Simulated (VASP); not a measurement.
# AgRh: single point with PBE

The system is AgRh.

```xyz
2
Lattice="2.4183 0.0000 0.0000 -1.2092 2.0943 0.0000 0.0000 0.0000 4.1867" Properties=species:S:1:pos:R:3 pbc="T T T"
Ag    0.0000    0.0000    2.0933
Rh    1.2092    0.6981    0.0000
```

This cell differs from its parent crystal: volume scaled by 0.66.

```yaml
Program: VASP 6.6.1
Task: single point
Functional: PBE
Potentials_or_basis: VASP PAW PBE potentials, release 64 (Ag, Rh_pv)
Cutoff: 520 eV
k_mesh: 14 × 14 × 7
Occupations: fermi-dirac, width 0.05 eV
Spin: collinear spin, ferromagnetic start
Starting_moments: "[0.0, 1.0] μB"
```

| Quantity | Value |
| --- | --- |
| Pressure | 182.5 GPa |
| Band gap on the k mesh | zero (filled and empty bands overlap) |
| Net moment | 0.00 μB per cell |
| Valence electrons inside the program's atomic spheres | Ag 10.82; Rh 14.50 |

Stress tensor (GPa, compression positive):
```
192.29   0.00   0.00
  0.00 192.29   0.00
  0.00   0.00 162.79
```

Levels at points of the mesh, in eV from the Fermi level:
Spin up:
| k point | band 10 | band 11 | band 12 | band 13 | band 14 | band 15 | band 16 | band 17 |
| --- | --- | --- | --- | --- | --- | --- | --- | --- |
| (0.00, 0.00, 0.00) | -4.39 | -3.47 | -3.47 | -0.86 | 0.14 | 0.14 | 9.04 | 16.60 |
| (0.50, 0.00, 0.00) | -3.23 | -2.44 | -0.05 | 2.17 | 2.90 | 6.00 | 11.25 | 11.76 |
Spin down:
```
           k point  band 9  band 10  band 11  band 12  band 13  band 14  band 15  band 16  band 17  band 18
(0.00, 0.00, 0.00)   -4.39    -4.39    -3.47    -3.47    -0.86     0.14     0.14     9.04    16.60    17.76
(0.50, 0.00, 0.00)   -4.92    -3.23    -2.44    -0.05     2.17     2.90     6.00    11.25    11.76    14.77
```

It took 35 s on 1 thread of Intel(R) Xeon(R) 6975P-C (Granite Rapids), on a shared host, peak memory 0.19 GiB.
